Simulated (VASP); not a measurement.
Y: single point with LDA

Crystal: Y.

```
Y
1.0
     3.54478    0.00000    0.00000
    -1.77239    3.06987    0.00000
     0.00000    0.00000    5.50162
Y
2
Direct
  0.33333 0.66667 0.25000
  0.66667 0.33333 0.75000
```

```
Program                : VASP 6.6.1
Task                   : single point
Functional             : LDA
Potentials or basis    : VASP PAW LDA potentials, release 64 (Y_sv)
Cutoff                 : 520 eV
k mesh                 : 15 × 15 × 8
Occupations            : gaussian, width 0.1 eV
Spin                   : no spin polarisation
Dipole correction      : no
Further INCAR settings : ALGO = Fast; EDIFF = 1e-06; NBANDS = 18
```

```json
{"Pressure": "-0.1 GPa", "Band gap on the k mesh": "zero (bands 11 and 12 overlap by 1.78 eV)"}
```

Stress tensor (GPa, compression positive):
```
-0.17  0.00  0.00
 0.00 -0.17  0.00
 0.00  0.00 -0.09
```

Levels at points of the mesh, in eV from the Fermi level:
```
           k point  band 9  band 10  band 11  band 12  band 13  band 14
(0.00, 0.00, 0.00)   -4.81    -2.01     1.36     1.75     1.75     2.19
(0.00, 0.00, 0.50)   -3.23    -3.23     1.02     1.02     1.64     1.64
```

Wall time 4.7 min on 1 thread of Intel Xeon 8259CL (shared host), peak memory 0.26 GiB.
